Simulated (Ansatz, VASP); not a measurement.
Ga2Cl: VASP beside Ansatz

```xyz
3
Lattice="0.0000 3.5226 3.5226 3.5226 0.0000 3.5226 3.5226 3.5226 0.0000" Properties=species:S:1:pos:R:3 pbc="T T T"
Ga    1.7613    1.7613    1.7613
Ga    5.2839    5.2839    5.2839
Cl    0.0000    0.0000    0.0000
```

Alike in both runs: functional PBE; k mesh 6 × 6 × 6; occupations gaussian, width 0.1 eV; no spin polarisation.

Ansatz relaxed the structure, and its values are those at the end. VASP's run is a single point on that final structure, the one shown.

|  | VASP | Ansatz |
| --- | --- | --- |
| version | VASP 6.6.1 | Ansatz 0.2.0 |
| potentials or method | VASP PAW PBE potentials, release 64 (Ga_d, Cl), cutoff 520 eV | scalar-relativistic, plane waves, PAW |
| valence electrons in the cell | 33 | 33 |

|  | VASP | Ansatz | Ansatz less VASP |
| --- | --- | --- | --- |
| gap on the k mesh at the Fermi level (eV) | none | none | - |
| pressure (GPa) | 0.2 | 0.2 | +0.01 |

A gap of «none» marks a metal or a gap that the smearing closes.
